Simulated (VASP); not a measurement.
**MgO (lda): single point with LDA**

**What was measured.**

From “Electronic structure of alkaline earth and post-transition metal oxides”, 2009, arxiv:0908.1581, for a bulk crystal of MgO: band gap 7.83 eV.

The system is MgO (lda).

```xyz
2
Lattice="0.0000 2.0772 2.0772 2.0772 0.0000 2.0772 2.0772 2.0772 0.0000" Properties=species:S:1:pos:R:3 pbc="T T T"
Mg    0.0000    0.0000    0.0000
O     2.0772    2.0772    2.0772
```

```json
{"Program": "VASP 6.6.1", "Task": "single point", "Functional": "LDA", "Potentials or basis": "VASP PAW LDA potentials, release 64 (Mg, O)", "Cutoff": "600 eV", "k mesh": "10 × 10 × 10", "Occupations": "gaussian, width 0.02 eV", "Spin": "no spin polarisation"}
```

```
Pressure               : -1.4 GPa
Band gap on the k mesh : 5.07 eV, direct
```

Levels at points of the mesh, in eV from the valence-band top:
| k point | band 2 | band 3 | band 4 | band 5 | band 6 | band 7 |
| --- | --- | --- | --- | --- | --- | --- |
| (0.00, 0.00, 0.00) | 0.00 | 0.00 | 0.00 | 5.07 | 15.75 | 15.75 |
| (0.50, 0.00, 0.00) | -4.89 | -0.71 | -0.71 | 8.00 | 12.87 | 16.43 |
| (0.50, 0.50, 0.00) | -4.33 | -1.43 | -1.43 | 8.93 | 10.16 | 13.33 |

Wall time 7.6 s on 1 thread of AMD EPYC 7R13 Processor (Zen 3), with other jobs on the host, peak memory 0.1 GiB.

Measured gap of MgO: 7.83 eV (quoted in “Electronic structure of alkaline earth and post-transition metal oxides”, 2009, arxiv:0908.1581). This calculation gives 5.07 eV (-2.76 eV). The value is that of LDA, without temperature or zero-point motion. Semilocal functionals fall short of measured gaps as a rule.
